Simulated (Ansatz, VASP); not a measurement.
Al2SiO: VASP beside Ansatz

```xyz
4
Lattice="2.6529 0.0000 0.0000 0.0000 2.6529 0.0000 0.0000 0.0000 8.2651" Properties=species:S:1:pos:R:3 pbc="T T T"
Al    1.3264    1.3264    5.6079
Al    1.3264    1.3264    2.6572
Si    1.3264    1.3264    0.0000
O     0.0000    0.0000    4.1325
```

Alike in both runs: functional PBE; k mesh 6 × 6 × 4; occupations gaussian, width 0.1 eV; no spin polarisation.

Ansatz relaxed the structure, and its values are those at the end. VASP's run is a single point on that final structure, the one shown.

|  | VASP | Ansatz |
| --- | --- | --- |
| version | VASP 6.6.1 | Ansatz 0.2.0 |
| potentials or method | VASP PAW PBE potentials, release 64 (Al, Si, O), cutoff 520 eV | scalar-relativistic, plane waves, PAW |
| valence electrons in the cell | 16 | 16 |

Ansatz gave:

| Property | Result |
| --- | --- |
| gap on the k mesh at the Fermi level (eV) | none |
| pressure (GPa) | -0.1 |
| rms of the force components (eV/Å) | 0.004 |

Problem. Which values does VASP return?

Solution. gap on the k mesh at the Fermi level (eV): none; pressure (GPa): -0.1; rms of the force components (eV/Å): 0.006.

A gap of «none» marks a metal or a gap that the smearing closes.

The k mesh is coarse, so the values compare programs but aren't converged.
